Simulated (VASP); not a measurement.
# Rb (Im-3m) in VASP: further runs

Rb is run at these levels: PBE; tasks: relaxation of cell and atoms.

Everything below comes from runs of VASP 6.6.1. Logs are shortened: lines on timing, memory, paths and dates and some standing lists are left out, and cuts for length are marked.

### 1 The cell of the first run

The structure is cubic, space group Im-3m (No. 229). Conventional cell: a = 5.035 Å, b = 5.035 Å, c = 5.035 Å, α = 90.00°, β = 90.00°, γ = 90.00°. Within 5.7 Å of Rb (site symmetry m-3m) lie 14 Rb at 4.36 to 5.04 Å.

### 2 Relaxation of cell and atoms, PBE, target pressure 1.9 GPa, at which the enthalpy is minimised

Contents of INCAR:

```
PREC     = Accurate       # precision mode
ENCUT    = 600            # plane-wave cutoff, eV
EDIFF    = 1E-6           # SCF threshold, eV
ISMEAR   = -1             # smearing method
SIGMA    = 0.08           # smearing width, eV
LREAL    = False          # projectors in reciprocal space
LASPH    = True           # aspherical terms in the spheres
NELM     = 80             # most SCF steps
ALGO     = Normal         # electronic algorithm
ISIF     = 3              # what is computed and relaxed
LWAVE    = False          # write WAVECAR
LCHARG   = False          # write CHGCAR
GGA      = PE             # functional
IBRION   = 2              # ionic algorithm
NSW      = 32             # ionic steps
EDIFFG   = -0.005         # ionic threshold
PSTRESS  = 19.0
```

Contents of KPOINTS:

```
Automatic mesh
0
Gamma
  11 11 11
```

Contents of POSCAR:

```
Rb
1.0
   -2.5175469566      2.5175469566      2.5175469566
    2.5175469566     -2.5175469566      2.5175469566
    2.5175469566      2.5175469566     -2.5175469566
Rb
1
Direct
    0.0000000000      0.0000000000      0.0000000000
```

Potentials or basis: VASP PAW PBE potentials, release 64 (Rb_sv).

The run is started by

```console
$ cat potpaw_PBE.64/Rb_sv/POTCAR > POTCAR
$ mpirun -np 1 vasp_std > vasp.out
```

OUTCAR:

```text
PREC = Accurate
   ENCUT = 600
   EDIFF = 1E-6
   ISMEAR = -1
   LREAL = False
   LASPH = True
   NELM = 80
   ISIF = 3
   GGA = PE
   IBRION = 2
   NSW = 32
   EDIFFG = -0.005
   PSTRESS = 19.0

 ion  position               nearest neighbor table
   1  0.000  0.000  0.000-

  LATTYP: Found a body centered cubic cell.
 ALAT       =     5.0350939132

  Lattice vectors:

 A1 = (  -2.5175469566,   2.5175469566,   2.5175469566)
 A2 = (   2.5175469566,  -2.5175469566,   2.5175469566)
 A3 = (   2.5175469566,   2.5175469566,  -2.5175469566)

Analysis of symmetry for initial positions (statically):
=====================================================================
 Subroutine PRICEL returns:
 Original cell was already a primitive cell.

 Routine SETGRP: Setting up the symmetry group for a
 body centered cubic supercell.

 Subroutine GETGRP returns: Found 48 space group operations
 (whereof 48 operations were pure point group operations)
 out of a pool of 48 trial point group operations.

The static configuration has the point symmetry O_h .

Analysis of symmetry for dynamics (positions and initial velocities):
=====================================================================
 Subroutine PRICEL returns:
 Original cell was already a primitive cell.

 Routine SETGRP: Setting up the symmetry group for a
 body centered cubic supercell.

 Subroutine GETGRP returns: Found 48 space group operations
 (whereof 48 operations were pure point group operations)
 out of a pool of 48 trial point group operations.

The dynamic configuration has the point symmetry O_h .

 Subroutine INISYM returns: Found 48 space group operations
 (whereof 48 operations are pure point group operations),
 and found     1 'primitive' translations

----------------------------------------------------------------------------------------

                                     Primitive cell

  volume of cell :      63.8253

  direct lattice vectors                    reciprocal lattice vectors
    -2.517546957  2.517546957  2.517546957     0.000000000  0.198606027  0.198606027
     2.517546957 -2.517546957  2.517546957     0.198606027  0.000000000  0.198606027
     2.517546957  2.517546957 -2.517546957     0.198606027  0.198606027  0.000000000

  length of vectors
     4.360519239  4.360519239  4.360519239     0.280871338  0.280871338  0.280871338

[... 81 lines left out ...]
   NSW    =     32    number of steps for IOM
   IBRION =      2    ionic relax: 0-MD 1-quasi-New 2-CG
   NFREE  =      1    steps in history (QN), initial steepest desc. (CG)
   ISIF   =      3    stress and relaxation
   ISYM   =      2    0-nonsym 1-usesym 2-fastsym
   POTIM  = 0.5000    time-step for ionic-motion
   TEBEG  =    0.0;   TEEND  =   0.0 temperature during run
   PSTRESS=   19.0 pullay stress
   NELECT =       9.0000    total number of electrons
   NUPDOWN=      -1.0000    fix difference up-down
   EMIN   =  10.00;   EMAX   =-10.00  energy-range for DOS
   EFERMI =   0.00;   METHOD = LEGACY
   ISMEAR =    -1;   SIGMA  =   0.08  broadening in eV -4-tet -1-fermi 0-gaus
   EFERMI_NEDOS =   21; number of points for ismear=-14 and -15
   IALGO  =     38    algorithm
   IMIX   =      4    mixing-type and parameters
     AMIX     =   0.40;   BMIX     =  1.00
     AMIX_MAG =   1.60;   BMIX_MAG =  1.00
  volume/ion in A,a.u.               =      63.83       430.71
  Fermi-wavevector in a.u.,A,eV,Ry     =   0.852102  1.610239  9.878881  0.726077
  Thomas-Fermi vector in A             =   1.968338
   LORBIT       =      0    0 simple, 1 ext, 2 COOP (PROOUT), +10 PAW based schemes
   GGA     = PE    functional components
   LHFCALC =     F    Hartree Fock is set to
   AEXX    =    0.0000 exact exchange contribution
   IVDW    =     0    specifies the selected vdW correction
   LEPSILON=     F    determine dielectric tensor
   LRPA    =     F    only Hartree local field effects (RPA)
 conjugate gradient relaxation of ions
 non-spin polarized calculation
  energy-cutoff  :      600.00
  volume of cell :       63.83
 maximum number of plane-waves:      2145
   NGX = 17   NGY = 17   NGZ = 17

 number of electron       9.0000000 magnetization

 Free energy of the ion-electron system (eV)
  ---------------------------------------------------
  ext. energy  EPLUGINS =         0.00000000
  ---------------------------------------------------
  free energy    TOTEN  =        -0.82376691 eV

  energy without entropy =       -0.80709619  energy(sigma->0) =       -0.81543155

 E-fermi :   0.9980     XC(G=0):  -6.4030

 val. band max:        0.9838108475   @ k =  -0.3636   0.4545   0.0909
 cond. band min:       1.0772259087   @ k =  -0.4545   0.4545   0.0909
 fundamental gap:      0.0934150612
 Fermi energy:         0.9979918771

 k-point     1 :       0.0000    0.0000    0.0000
  band No.  band energies     occupation
      1     -27.8266      2.00000
      2     -11.7944      2.00000
      3     -11.7944      2.00000
      4     -11.7944      2.00000
      5      -1.4894      2.00000
      6       4.9483      0.00000
      7       4.9483      0.00000
      8       4.9483      0.00000
[... 243 lines left out ...]
 k-point    24 :       0.3636    0.1818    0.0909
  band No.  band energies     occupation
      1     -27.8037      2.00000
      2     -12.0456      2.00000
      3     -11.9306      2.00000
      4     -11.8435      2.00000
      5       1.7140      0.00026
      6       2.1843      0.00000
      7       2.9171      0.00000
      8       5.8268      0.00000

 [... further k-points ...]

------------------------ aborting loop because EDIFF is reached ----------------------------------------

  FORCE on cell =-STRESS in cart. coord.  units (eV):
  Direction    XX          YY          ZZ          XY          YZ          ZX
  --------------------------------------------------------------------------------------
  -------------------------------------------------------------------------------------
  Total        0.7565627      0.7565627      0.7565627      0.0000000      0.0000000      0.0000000
  in kB       18.9916543     18.9916543     18.9916543      0.0000000      0.0000000      0.0000000
  external PRESSURE =      -0.0083457 kB  Pullay stress =      19.0000000 kB

 VOLUME and BASIS-vectors are now :
 -----------------------------------------------------------------------------
  energy-cutoff  :      600.00
  volume of cell :       63.83
      direct lattice vectors                 reciprocal lattice vectors
    -2.517546957  2.517546957  2.517546957     0.000000000  0.198606027  0.198606027
     2.517546957 -2.517546957  2.517546957     0.198606027  0.000000000  0.198606027
     2.517546957  2.517546957 -2.517546957     0.198606027  0.198606027  0.000000000

 POSITION                                       TOTAL-FORCE (eV/Angst)
 -----------------------------------------------------------------------------------
      0.00000      0.00000      0.00000        -0.000000      0.000000     -0.000000
 -----------------------------------------------------------------------------------
    total drift:                               -0.000000      0.000000      0.000000

  FREE ENERGIE OF THE ION-ELECTRON SYSTEM (eV)
  ---------------------------------------------------
  free  energy   TOTEN  =        -0.8237669110 eV

  energy  without entropy=       -0.8070961896  energy(sigma->0) =       -0.81543155

  enthalpy is  TOTEN    =        -0.0668717149 eV   P V=        0.7568951960

 reached required accuracy - stopping structural energy minimisation
```

Run time: 34 s. Hardware: 1 thread of Intel Xeon 8259CL, shared host; peak memory 0.21 GiB.

Results:

* Free energy: -0.8238 eV
* Pressure after relaxing: 1.9 GPa
* Band gap on the k mesh: zero (an odd number of electrons rules out a gap without spin polarisation)

Final structure:
```
CELL_PARAMETERS angstrom
-2.51755 2.51755 2.51755
2.51755 -2.51755 2.51755
2.51755 2.51755 -2.51755
ATOMIC_POSITIONS crystal
Rb 0.00000 0.00000 0.00000
```

Caveat: the relaxation stopped at its first step, so nothing moved; the cell is relaxed towards a set pressure, so the run minimises the enthalpy, not the energy.

### 3 Relaxation of cell and atoms, PBE, target pressure 1.9 GPa, at which the enthalpy is minimised

This run uses another cell than the first one, of 64.13 Å³/atom.

Contents of INCAR:

```
PREC = Accurate
ENCUT = 600
EDIFF = 1E-7
ISMEAR = -1
SIGMA = 0.08
LREAL = F
LASPH = T
NELM = 100
ALGO = Normal
ISIF = 3
LWAVE = F
LCHARG = F
GGA = PE
IBRION = 2
NSW = 60
EDIFFG = -0.005
PSTRESS = 19.0
```

KPOINTS is that of step 2.

Contents of POSCAR:

```
Rb
1.0
   -2.5215993433      2.5215993433      2.5215993433
    2.5215993433     -2.5215993433      2.5215993433
    2.5215993433      2.5215993433     -2.5215993433
Rb
1
Direct
    0.0000000000      0.0000000000      0.0000000000
```

Potentials or basis: VASP PAW PBE potentials, release 64 (Rb_sv).

The run is started by

```console
$ cat potpaw_PBE.64/Rb_sv/POTCAR > POTCAR
$ mpirun -np 1 vasp_std > vasp.out
```

Run time: 90 s. Hardware: 1 thread of Intel Xeon 8259CL, shared host; peak memory 0.23 GiB.

It converged, with:

```
Free energy                                                : -0.8239 eV
Relaxed volume                                             : 63.84 Å³/atom
Relaxed cell                                               : a = 4.361 Å, b = 4.361 Å, c = 4.361 Å, α = 109.47°, β = 109.47°, γ = 109.47°
Space group after relaxing (to 0.1 Å)                      : Im-3m (No. 229)
Energy change on relaxing (the run minimises the enthalpy) : +3.5 meV/atom
Ionic steps                                                : 3
Pressure after relaxing                                    : 1.9 GPa
Band gap on the k mesh                                     : zero (an odd number of electrons rules out a gap without spin polarisation)
```

Step by step:
```
step  energy change (eV)  largest force (eV/Å)  pressure (GPa)  volume (Å³)
   1              0.0000                0.0000            1.86        64.13
   2              0.0018                0.0000            1.88        63.98
   3              0.0035                0.0000            1.90        63.84
```

Final structure:
```
Rb
1.0
    -2.51771    2.51771    2.51771
     2.51771   -2.51771    2.51771
     2.51771    2.51771   -2.51771
Rb
1
Direct
  0.00000 0.00000 0.00000
```

Levels at points of the mesh, in eV from the Fermi level:
```csv
k point,band 3,band 4,band 5,band 6,band 7,band 8
"(0.00, 0.00, 0.00)",-12.79,-12.79,-2.49,3.95,3.95,3.95
```

Caveat: the cell is relaxed towards a set pressure, so the run minimises the enthalpy, not the energy.
